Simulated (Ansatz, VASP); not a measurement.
# Two plane-wave programs on SiGe2

```
Si Ge
1.0
     3.04508    0.00000    0.00000
    -1.52254    2.63712    0.00000
     0.00000    0.00000    7.11379
Si Ge
1 2
Direct
  0.00000 0.00000 0.50000
  0.66667 0.33333 0.78861
  0.33333 0.66667 0.21139
```

Alike in both runs: functional PBE; k mesh 18 × 18 × 8; occupations gaussian, width 0.1 eV; no spin polarisation.

Ansatz relaxed the structure, and its values are those at the end. VASP's run is a single point on that final structure, the one shown.

```csv
,VASP,Ansatz
version,VASP 6.6.1,Ansatz 0.2.0
potentials or method,"VASP PAW PBE potentials, release 64 (Si, Ge_d), cutoff 520 eV","scalar-relativistic, plane waves, PAW"
valence electrons in the cell,32,32
```

|  | VASP | Ansatz | Ansatz less VASP |
| --- | --- | --- | --- |
| gap on the k mesh at the Fermi level (eV) | none | none | - |
| pressure (GPa) | 0.0 | 0.0 | -0.04 |

A gap of «none» marks a metal or a gap that the smearing closes.
